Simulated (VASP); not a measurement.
A run of VASP 6.6.1:

File INCAR:

```
SYSTEM = Na
PREC = Accurate
ENCUT = 520
EDIFF = 1E-6
ISMEAR = 0
SIGMA = 0.15
LREAL = .False.
LASPH = .True.
NELM = 100
ALGO = Fast
ISIF = 2
LWAVE = .False.
LCHARG = .False.
GGA = PS
NBANDS = 10
```

File KPOINTS:

```
regular mesh
0
Gamma
  16 16 16
  0 0 0
```

File POSCAR:

```
Na
1.0
   -2.1016187500      2.1016187500      2.1175000000
    2.1016187500     -2.1016187500      2.1175000000
    2.1333812500      2.1333812500     -2.1175000000
Na
1
Direct
    0.0000000000      0.0000000000      0.0000000000
```

Potentials or basis: VASP PAW PBE potentials, release 64 (Na_pv).

Launch:

```sh
$ cat potpaw_PBE.64/Na_pv/POTCAR > POTCAR
$ mpirun -np 1 vasp_std > vasp.out
```

Hardware: 1 thread of Intel(R) Xeon(R) 6975P-C (Granite Rapids), with other jobs on the host.

Estimate the wall time of this run.

Run time: 79 s on 1 thread of Intel(R) Xeon(R) 6975P-C (Granite Rapids) (shared host), peak memory 0.3 GiB. Counts: scf iterations 13, k points 621.
